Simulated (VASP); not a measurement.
# GaN in VASP: further runs

GaN is run at these levels: LDA; tasks: single point.

All numbers are computed with VASP 6.6.1; they aren't measurements. Logs are shortened: lines on timing, memory, paths and dates and some standing lists are left out, and cuts for length are marked.

## Step 1: The cell of the first run

It takes space group Pmc2_1 (No. 26, orthorhombic). The conventional cell has a = 3.152 Å, b = 5.459 Å, c = 5.138 Å, α = 90.00°, β = 90.00°, γ = 90.00°. Ga (site symmetry m) has 4 N at 1.91 to 1.96 Å within 2.5 Å. Ga (site symmetry m) has 4 N at 1.90 to 1.94 Å within 2.5 Å. Within 2.6 Å of N (site symmetry m) lie 4 Ga at 1.94 to 1.96 Å. Within 2.5 Å of N (site symmetry m) lie 4 Ga at 1.90 to 1.91 Å.

## Step 2: Single point, LDA (atoms displaced along several vibrational modes)

INCAR

```
SYSTEM = GaN
PREC = Accurate ; ENCUT = 520
EDIFF = 1E-6 ; ISMEAR = 0
SIGMA = 0.05 ; LREAL = .FALSE.
LASPH = .TRUE. ; NELM = 60
ALGO = Normal ; ISIF = 2
LWAVE = .FALSE. ; LCHARG = .FALSE.
GGA = CA ; NBANDS = 46
```

KPOINTS

```
regular mesh
0
G
  8 6 6
  0 0 0
```

POSCAR

```
GaN
1.0
   -3.1515767111      0.0000000000      0.0000000000
    0.0000000000      0.0000000000     -5.1382481593
    0.0000000000     -5.4586909876      0.0000000000
Ga N
4 4
Direct
    0.5000000000      0.0032824223      0.1731902833
    0.0000000000     -0.0018799165      0.6601430501
    0.0000000000      0.4981200835      0.3398569499
    0.5000000000      0.5032824223      0.8268097167
    0.5000000000      0.6231009582      0.1676104755
    0.0000000000      0.6254965360      0.6657228579
    0.0000000000      0.1254965360      0.3342771421
    0.5000000000      0.1231009582      0.8323895245
```

Potentials or basis: VASP PAW LDA potentials, release 64 (Ga_d, N).

Launch:

```sh
> cat potpaw_LDA.64/Ga_d/POTCAR potpaw_LDA.64/N/POTCAR > POTCAR
> mpirun -np 1 vasp_std > vasp.out
```

OUTCAR:

```text
SYSTEM = GaN
   PREC = Accurate
   ENCUT = 520
   EDIFF = 1E-6
   ISMEAR = 0
   LREAL = .FALSE.
   LASPH = .TRUE.
   NELM = 60
   ISIF = 2
   GGA = CA

 ion  position               nearest neighbor table
   1  0.500  0.003  0.173-   7 1.91   7 1.91   5 1.95   8 1.96
   2  0.000  0.998  0.660-   7 1.90   6 1.91   8 1.94   8 1.94
   3  0.000  0.498  0.340-   6 1.90   7 1.91   5 1.94   5 1.94
   4  0.500  0.503  0.827-   6 1.91   6 1.91   8 1.95   5 1.96
   5  0.500  0.623  0.168-   3 1.94   3 1.94   1 1.95   4 1.96
   6  0.000  0.625  0.666-   3 1.90   4 1.91   4 1.91   2 1.91
   7  0.000  0.125  0.334-   2 1.90   1 1.91   1 1.91   3 1.91
   8  0.500  0.123  0.832-   2 1.94   2 1.94   4 1.95   1 1.96

  LATTYP: Found a simple orthorhombic cell.
 ALAT       =     3.1515767111
 B/A-ratio  =     1.6303738193
 C/A-ratio  =     1.7320508076

  Lattice vectors:

 A1 = (  -3.1515767111,   0.0000000000,   0.0000000000)
 A2 = (   0.0000000000,   0.0000000000,  -5.1382481593)
 A3 = (   0.0000000000,  -5.4586909876,   0.0000000000)

Analysis of symmetry for initial positions (statically):
=====================================================================
 Subroutine PRICEL returns:
 Original cell was already a primitive cell.

 Routine SETGRP: Setting up the symmetry group for a
 simple orthorhombic supercell.

 Subroutine GETGRP returns: Found  4 space group operations
 (whereof  2 operations were pure point group operations)
 out of a pool of  8 trial point group operations.

The static configuration has the point symmetry C_1h.
 The point group associated with its full space group is C_2v.

Analysis of symmetry for dynamics (positions and initial velocities):
=====================================================================
 Subroutine PRICEL returns:
 Original cell was already a primitive cell.

 Routine SETGRP: Setting up the symmetry group for a
 simple orthorhombic supercell.

 Subroutine GETGRP returns: Found  4 space group operations
 (whereof  2 operations were pure point group operations)
 out of a pool of  8 trial point group operations.

The dynamic configuration has the point symmetry C_1h.
 The point group associated with its full space group is C_2v.

 Subroutine INISYM returns: Found  4 space group operations
 (whereof  2 operations are pure point group operations),
 and found     1 'primitive' translations
[... 110 lines left out ...]
   NSW    =      0    number of steps for IOM
   IBRION =     -1    ionic relax: 0-MD 1-quasi-New 2-CG
   NFREE  =      0    steps in history (QN), initial steepest desc. (CG)
   ISIF   =      2    stress and relaxation
   ISYM   =      2    0-nonsym 1-usesym 2-fastsym
   POTIM  = 0.5000    time-step for ionic-motion
   TEBEG  =    0.0;   TEEND  =   0.0 temperature during run
   PSTRESS=    0.0 pullay stress
   NELECT =      72.0000    total number of electrons
   NUPDOWN=      -1.0000    fix difference up-down
   EMIN   =  10.00;   EMAX   =-10.00  energy-range for DOS
   EFERMI =   0.00;   METHOD = LEGACY
   ISMEAR =     0;   SIGMA  =   0.05  broadening in eV -4-tet -1-fermi 0-gaus
   EFERMI_NEDOS =   21; number of points for ismear=-14 and -15
   IALGO  =     38    algorithm
   IMIX   =      4    mixing-type and parameters
     AMIX     =   0.40;   BMIX     =  1.00
     AMIX_MAG =   1.60;   BMIX_MAG =  1.00
  volume/ion in A,a.u.               =      11.05        74.57
  Fermi-wavevector in a.u.,A,eV,Ry     =   1.528886  2.889176 31.803525  2.337493
  Thomas-Fermi vector in A             =   2.636583
   LORBIT       =      0    0 simple, 1 ext, 2 COOP (PROOUT), +10 PAW based schemes
   GGA     = CA    functional components
   LHFCALC =     F    Hartree Fock is set to
   AEXX    =    0.0000 exact exchange contribution
   IVDW    =     0    specifies the selected vdW correction
   LEPSILON=     F    determine dielectric tensor
   LRPA    =     F    only Hartree local field effects (RPA)
 non-spin polarized calculation
 Gauss-broadening in eV      SIGMA  =   0.05
  energy-cutoff  :      520.00
  volume of cell :       88.40
 maximum number of plane-waves:      2408
 NGX is ok and might be reduce to    24
   NGX = 11   NGY = 19   NGZ = 21

 number of electron      71.9999987 magnetization

 Free energy of the ion-electron system (eV)
  ---------------------------------------------------
  ext. energy  EPLUGINS =         0.00000000
  ---------------------------------------------------
  free energy    TOTEN  =       -55.74266922 eV

  energy without entropy =      -55.74266922  energy(sigma->0) =      -55.74266922

 E-fermi :   5.6613     XC(G=0): -12.2992

 val. band max:        5.4603391276   @ k =   0.0000   0.0000   0.0000
 cond. band min:       7.5786944317   @ k =   0.0000   0.0000   0.0000
 fundamental gap:      2.1183553041
 Fermi energy:         5.6612796308

 k-point     1 :       0.0000    0.0000    0.0000
  band No.  band energies     occupation
      1     -10.7600      2.00000
      2      -9.9461      2.00000
      3      -9.5247      2.00000
      4      -9.5085      2.00000
      5      -8.1567      2.00000
      6      -8.1468      2.00000
[... 1165 lines left out ...]
     45      15.1213      0.00000
     46      15.3086      0.00000

 [... further k-points ...]

------------------------ aborting loop because EDIFF is reached ----------------------------------------

  FORCE on cell =-STRESS in cart. coord.  units (eV):
  Direction    XX          YY          ZZ          XY          YZ          ZX
  --------------------------------------------------------------------------------------
  -------------------------------------------------------------------------------------
  Total        0.8124714      0.8224710      0.7683260      0.0000000      0.0000000      0.0000000
  in kB       14.7260807     14.9073243     13.9259432      0.0000000      0.0000000      0.0000000
  external PRESSURE =      14.5197827 kB  Pullay stress =       0.0000000 kB

 VOLUME and BASIS-vectors are now :
 -----------------------------------------------------------------------------
  energy-cutoff  :      520.00
  volume of cell :       88.40
      direct lattice vectors                 reciprocal lattice vectors
    -3.151576711  0.000000000  0.000000000    -0.317301494  0.000000000  0.000000000
     0.000000000  0.000000000 -5.138248159     0.000000000  0.000000000 -0.194618860
     0.000000000 -5.458690988  0.000000000     0.000000000 -0.183194103  0.000000000

 POSITION                                       TOTAL-FORCE (eV/Angst)
 -----------------------------------------------------------------------------------
     -1.57579     -0.94539     -0.01687         0.000000      0.916611      0.358816
      0.00000     -3.60352     -5.12859         0.000000     -0.957818     -0.335322
      0.00000     -1.85517     -2.55946         0.000000      0.957818     -0.335322
     -1.57579     -4.51330     -2.58599         0.000000     -0.916611      0.358816
     -1.57579     -0.91493     -3.20165         0.000000      0.000288     -0.041659
      0.00000     -3.63398     -3.21396         0.000000     -0.063094      0.018165
      0.00000     -1.82472     -0.64483         0.000000      0.063094      0.018165
     -1.57579     -4.54376     -0.63252         0.000000     -0.000288     -0.041659
 -----------------------------------------------------------------------------------
    total drift:                               -0.000000     -0.000001     -0.000337

  FREE ENERGIE OF THE ION-ELECTRON SYSTEM (eV)
  ---------------------------------------------------
  free  energy   TOTEN  =       -55.7426692229 eV

  energy  without entropy=      -55.7426692229  energy(sigma->0) =      -55.74266922
```

stdout:

```text
POSCAR found type information on POSCAR GaN
 POSCAR found :  2 types and       8 ions
 scaLAPACK will be used
 LDA part: xc-table for (Slater(with rela. corr.)+CA(PZ))
 , standard interpolation
 POSCAR, INCAR and KPOINTS ok, starting setup
 FFT: planning ... GRIDC
 FFT: planning ... GRID_SOFT
 FFT: planning ... GRID
 WAVECAR not read
 entering main loop
```

Run time: 4.3 min. Hardware: 1 thread of Intel Xeon 8259CL, shared host; peak memory 0.3 GiB.

What came out:

```yaml
Free_energy: -55.7427 eV
Pressure: 1.5 GPa
Largest_force: 1.015 eV/Å
Band_gap_on_the_k_mesh: 2.12 eV
```

Forces on the atoms (eV/Å):
```
Ga   0.000  0.917  0.359
Ga   0.000 -0.958 -0.335
Ga   0.000  0.958 -0.335
Ga   0.000 -0.917  0.359
N    0.000  0.000 -0.042
N    0.000 -0.063  0.018
N    0.000  0.063  0.018
N    0.000  0.000 -0.042
```

Stress tensor (GPa, compression positive):
```
1.47 0.00 0.00
0.00 1.49 0.00
0.00 0.00 1.39
```

Caveat: the cell differs from its parent crystal (atoms displaced along several vibrational modes); forces of over 1 eV/Å act on the atoms, so gaps and moduli don't describe the material at rest.

## Step 3: Single point, LDA (atoms displaced along several vibrational modes)

INCAR

```
PREC     = Accurate       # precision mode
ENCUT    = 520            # plane-wave cutoff, eV
EDIFF    = 1E-7           # SCF threshold, eV
ISMEAR   = 0              # smearing method
SIGMA    = 0.05           # smearing width, eV
LREAL    = F              # projectors in reciprocal space
LASPH    = T              # aspherical terms in the spheres
NELM     = 80             # most SCF steps
ALGO     = Normal         # electronic algorithm
ISIF     = 2              # what is computed and relaxed
LWAVE    = F              # write WAVECAR
LCHARG   = T              # write CHGCAR
GGA      = CA             # functional
LELF     = T              # ELF
LVHAR    = T            
NBANDS   = 46             # bands
```

KPOINTS

```
regular mesh
0
Gamma
  8 6 6
```

POSCAR

```
GaN
1.0
   -3.1515767111      0.0000000000      0.0000000000
    0.0000000000      0.0000000000     -5.1382481593
    0.0000000000     -5.4586909876      0.0000000000
Ga N
4 4
Direct
    0.5000000000     -0.0028566582      0.1666697615
    0.0000000000     -0.0028566582      0.6666697615
    0.0000000000      0.4971433418      0.3333302385
    0.5000000000      0.4971433418      0.8333302385
    0.5000000000      0.6420090518      0.1666856993
    0.0000000000      0.6420090518      0.6666856993
    0.0000000000      0.1420090518      0.3333143007
    0.5000000000      0.1420090518      0.8333143007
```

Potentials or basis: VASP PAW LDA potentials, release 64 (Ga_d, N).

Launch:

```sh
> cat potpaw_LDA.64/Ga_d/POTCAR potpaw_LDA.64/N/POTCAR > POTCAR
> mpirun -np 1 vasp_std > vasp.out
```

Wall time 5.2 min (1 thread of Intel Xeon 8259CL, shared host); peak memory 0.3 GiB.

The run converged. Its results:

- Free energy: -55.4521 eV
- Pressure: 2.6 GPa
- Largest force: 1.845 eV/Å
- Band gap on the k mesh: 2.02 eV

Forces on the atoms (eV/Å):
```
Ga   0.000  0.001 -1.845
Ga   0.000  0.001 -1.845
Ga   0.000 -0.001 -1.845
Ga   0.000 -0.001 -1.845
N    0.000  0.001  1.845
N    0.000  0.001  1.845
N    0.000 -0.001  1.845
N    0.000 -0.001  1.845
```

Stress tensor (GPa, compression positive):
```
-3.15  0.00  0.00
 0.00 -3.17  0.00
 0.00  0.00 14.16
```

Levels at points of the mesh, in eV from the valence-band top:
| k point | band 32 | band 33 | band 34 | band 35 | band 36 | band 37 | band 38 | band 39 | band 40 | band 41 |
| --- | --- | --- | --- | --- | --- | --- | --- | --- | --- | --- |
| (0.00, 0.00, 0.00) | -1.20 | -0.86 | -0.44 | 0.00 | 0.00 | 2.02 | 4.47 | 4.97 | 5.45 | 5.78 |
| (0.50, 0.00, 0.00) | -4.06 | -2.44 | -2.44 | -1.98 | -1.98 | 5.04 | 5.04 | 6.73 | 6.73 | 7.58 |
| (0.00, 0.50, 0.00) | -1.99 | -0.62 | -0.62 | -0.62 | -0.62 | 4.16 | 4.16 | 4.28 | 4.28 | 7.89 |
| (0.50, 0.50, 0.00) | -3.52 | -2.01 | -2.01 | -2.01 | -2.01 | 5.69 | 5.69 | 5.69 | 5.69 | 7.81 |
| (0.00, 0.00, 0.50) | -2.16 | -1.16 | -1.16 | -0.42 | -0.42 | 4.35 | 4.35 | 6.01 | 6.01 | 7.02 |
| (0.50, 0.00, 0.50) | -2.92 | -2.81 | -2.81 | -0.86 | -0.86 | 4.97 | 4.97 | 5.45 | 5.45 | 5.79 |
| (0.00, 0.50, 0.50) | -2.36 | -1.36 | -1.36 | -1.36 | -1.36 | 5.11 | 5.11 | 5.11 | 5.11 | 7.65 |
| (0.50, 0.50, 0.50) | -2.31 | -1.99 | -1.99 | -1.99 | -1.99 | 4.16 | 4.16 | 4.16 | 4.16 | 7.89 |

Caveat: the cell differs from its parent crystal (atoms displaced along several vibrational modes); the stress differs along the axes, from -3 to 14 GPa; forces of over 1 eV/Å act on the atoms, so gaps and moduli don't describe the material at rest.

## Step 4: Single point, LDA (atoms displaced along several vibrational modes)

INCAR

```
SYSTEM = GaN
PREC     = Accurate       ! precision mode
ENCUT    = 520            ! plane-wave cutoff, eV
EDIFF    = 1E-6           ! SCF threshold, eV
ISMEAR   = 0              ! smearing method
SIGMA    = 0.05           ! smearing width, eV
LREAL    = .False.        ! projectors in reciprocal space
LASPH    = .True.         ! aspherical terms in the spheres
NELM     = 60             ! most SCF steps
ALGO     = Normal         ! electronic algorithm
ISIF     = 2              ! what is computed and relaxed
LWAVE    = .False.        ! write WAVECAR
LCHARG   = .True.         ! write CHGCAR
GGA      = CA             ! functional
LELF     = .True.         ! ELF
LVHAR    = .True.       
NBANDS   = 46             ! bands
```

KPOINTS

```
regular mesh
0
Gamma
  8 6 6
  0 0 0
```

POSCAR

```
GaN
1.0
   -3.1515767111      0.0000000000      0.0000000000
    0.0000000000      0.0000000000     -5.1382481593
    0.0000000000     -5.4586909876      0.0000000000
Ga N
4 4
Direct
    0.5000000000      0.0050613778      0.1731887359
    0.0000000000     -0.0001009609      0.6601415027
    0.0000000000      0.4998990391      0.3398584973
    0.5000000000      0.5050613778      0.8268112641
    0.5000000000      0.6142458058      0.1676009591
    0.0000000000      0.6166413836      0.6657133416
    0.0000000000      0.1166413836      0.3342866584
    0.5000000000      0.1142458058      0.8323990409
```

Launch:

```sh
> cat potpaw_LDA.64/Ga_d/POTCAR potpaw_LDA.64/N/POTCAR > POTCAR
> mpirun -np 1 vasp_std > vasp.out
```

Run time: 7.1 min. Hardware: 1 thread of Intel Xeon 8259CL, shared host; peak memory 0.33 GiB.

Results (log left out):

| Quantity | Value |
| --- | --- |
| Free energy | -55.6714 eV |
| Pressure | 1.9 GPa |
| Largest force | 1.323 eV/Å |
| Band gap on the k mesh | 2.09 eV |

Forces in eV/Å, atoms in the order of the input:
```
Ga   0.000  0.977  0.892
Ga   0.000 -1.030  0.325
Ga   0.000  1.030  0.325
Ga   0.000 -0.977  0.892
N    0.000  0.019 -0.573
N    0.000 -0.090 -0.644
N    0.000  0.090 -0.644
N    0.000 -0.019 -0.573
```

Stress tensor (GPa, compression positive):
```
 3.89  0.00  0.00
 0.00  3.95  0.00
 0.00  0.00 -2.15
```

Levels at points of the mesh, in eV from the valence-band top:
```
           k point  band 32  band 33  band 34  band 35  band 36  band 37  band 38  band 39  band 40  band 41
(0.00, 0.00, 0.00)    -1.14    -0.97    -0.11    -0.10     0.00     2.09     4.22     4.91     5.62     5.97
(0.50, 0.00, 0.00)    -4.08    -2.45    -2.38    -2.07    -1.77     5.56     5.97     6.65     6.82     7.66
(0.00, 0.50, 0.00)    -1.92    -0.63    -0.63    -0.61    -0.61     4.27     4.27     4.45     4.45     7.61
(0.50, 0.50, 0.00)    -3.67    -1.84    -1.84    -1.54    -1.54     5.68     5.68     5.93     5.93     7.96
(0.00, 0.00, 0.50)    -2.10    -0.75    -0.72    -0.62    -0.58     4.24     4.46     5.85     5.92     7.27
(0.50, 0.00, 0.50)    -2.89    -2.31    -2.14    -1.32    -1.18     4.71     5.10     5.50     5.72     5.82
(0.00, 0.50, 0.50)    -2.08    -1.72    -1.72    -1.24    -1.24     5.12     5.12     5.41     5.41     7.52
(0.50, 0.50, 0.50)    -2.12    -2.05    -2.05    -1.76    -1.76     4.19     4.19     4.54     4.54     7.50
```

Caveat: the cell differs from its parent crystal (atoms displaced along several vibrational modes); the stress differs along the axes, from -2 to 4 GPa; forces of over 1 eV/Å act on the atoms, so gaps and moduli don't describe the material at rest.

(Continued in part 2 of 2.)
